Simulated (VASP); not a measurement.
A run of VASP 6.6.1 is set up as follows.

INCAR

```
  PREC = Accurate
  ENCUT = 550
  EDIFF = 1E-6
  ISMEAR = 0
  SIGMA = 0.3
  LREAL = False
  LASPH = True
  NELM = 120
  ALGO = Normal
  ISIF = 2
  LWAVE = False
  LCHARG = True
  LELF = True
  LVHAR = True
  NBANDS = 16
  GGA_COMPAT = False
```

KPOINTS

```
regular mesh
0
Gamma
  11 11 11
```

File POSCAR:

```
Hg
1.0
    1.7463233735      1.0082402698      2.1478810803
   -1.7463233735      1.0082402698      2.1478810803
    0.0000000000     -2.0164805396      2.1478810803
Hg
1
Direct
    0.0000000000      1.0000000000      0.0000000000
```

Potentials or basis: VASP PAW LDA potentials, release 64 (Hg_sv_GW).

Run with:

```sh
$ cat potpaw_LDA.64/Hg_sv_GW/POTCAR > POTCAR
$ mpirun -np 1 vasp_std > vasp.out
```

Q: Estimate the pressure.

A: -0.1 GPa.

Q: Predict the band gap on the k mesh.

A: Zero (bands 10 and 11 overlap by 2.74 eV).

Stress tensor (GPa, compression positive):
```
-0.11  0.00  0.00
 0.00 -0.11  0.00
 0.00  0.00  0.02
```

Caveat: so wide a smearing shifts energies and pressures; spin-orbit coupling is left out, which moves the levels of the heavy elements.
